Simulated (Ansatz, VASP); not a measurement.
## HC32Cl in VASP and in Ansatz

```
CELL_PARAMETERS angstrom
9.86400 0.00000 0.00000
-4.93200 8.54247 0.00000
0.00000 0.00000 11.00000
ATOMIC_POSITIONS crystal
C 0.00027 0.99982 0.09050
C 0.16692 0.08314 0.09026
C 0.00028 0.24983 0.09045
C 0.16691 0.33318 0.09035
C 0.00031 0.49984 0.09042
C 0.16697 0.58317 0.09052
C 0.00030 0.74983 0.09046
C 0.16695 0.83313 0.09044
C 0.25027 0.99978 0.09019
C 0.41689 0.08297 0.08990
C 0.25012 0.24977 0.09007
C 0.41689 0.33325 0.08967
C 0.25030 0.49985 0.09040
C 0.41697 0.58323 0.09027
C 0.25031 0.74983 0.09049
C 0.41696 0.83315 0.09042
C 0.50031 0.99978 0.09022
C 0.66698 0.08317 0.09027
C 0.50038 0.24977 0.08951
C 0.66718 0.33326 0.08964
C 0.50037 0.50003 0.08989
C 0.66701 0.58322 0.09004
C 0.50031 0.74986 0.09042
C 0.66697 0.83317 0.09047
C 0.75030 0.99984 0.09049
C 0.91696 0.08318 0.09050
C 0.75037 0.24984 0.09009
C 0.91699 0.33318 0.09035
C 0.75036 0.49988 0.08994
C 0.91701 0.58319 0.09033
C 0.75032 0.74987 0.09040
C 0.91697 0.83317 0.09049
Cl 0.49413 0.31455 0.41409
H 0.47864 0.29775 0.29713
```

Alike in both runs: functional PBE; dispersion D3(BJ); k mesh 2 × 2 × 1; occupations gaussian, width 0.05 eV; no spin polarisation.

Ansatz relaxed the structure, and its values are those at the end. VASP's run is a single point on that final structure, the one shown.

```csv
,VASP,Ansatz
version,VASP 6.6.1,Ansatz 0.2.0
potentials or method,"VASP PAW PBE potentials, release 64 (C, Cl, H), cutoff 520 eV","scalar-relativistic, plane waves, PAW"
valence electrons in the cell,136,136
```

VASP gave:

```
rms of the force components (eV/Å) : 0.017
```

Estimate Ansatz's values.

rms of the force components (eV/Å): 0.004.
